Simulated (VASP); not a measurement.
A run of VASP 6.6.1 is set up as follows.

The input INCAR:

```
SYSTEM = Te2Mo
  PREC = Accurate
  ENCUT = 520
  EDIFF = 1E-6
  ISMEAR = 0
  SIGMA = 0.02
  LREAL = .False.
  LASPH = .True.
  NELM = 60
  ALGO = Normal
  ISIF = 2
  LWAVE = .False.
  LCHARG = .False.
  LDIPOL = .True.
  IDIPOL = 3
  DIPOL = 0.5 0.5 0.500
  GGA = PE
  IVDW = 12
  NBANDS = 20
```

KPOINTS

```
regular mesh
0
Gamma
  9 9 1
  0 0 0
```

POSCAR

```
Te2Mo
1.0
    3.2240000000      0.0000000000      0.0000000000
   -1.6120000000      2.7920659018      0.0000000000
    0.0000000000      0.0000000000     33.2698832047
Te Mo
2 1
Direct
    0.3333333333      0.6666666667      0.4472796466
    0.3333333333      0.6666666667      0.5527203534
    0.6666666667      0.3333333333      0.5000000000
```

Potentials or basis: VASP PAW PBE potentials, release 64 (Te, Mo_sv).

Command:

```sh
$ cat potpaw_PBE.64/Te/POTCAR potpaw_PBE.64/Mo_sv/POTCAR > POTCAR
$ mpirun -np 1 vasp_std > vasp.out
```

Task: Estimate the band gap on the k mesh.

Result: 1.09 eV, indirect (least direct gap 1.75 eV).

Task: Predict the dispersion energy per atom.

Result: -0.481 eV.

Forces in eV/Å, atoms in the order of the input:
```
Te   0.000  0.000 -3.229
Te   0.000  0.000  3.229
Mo   0.000  0.000  0.000
```

Caveat: spin-orbit coupling is left out, which moves the levels of the heavy elements.
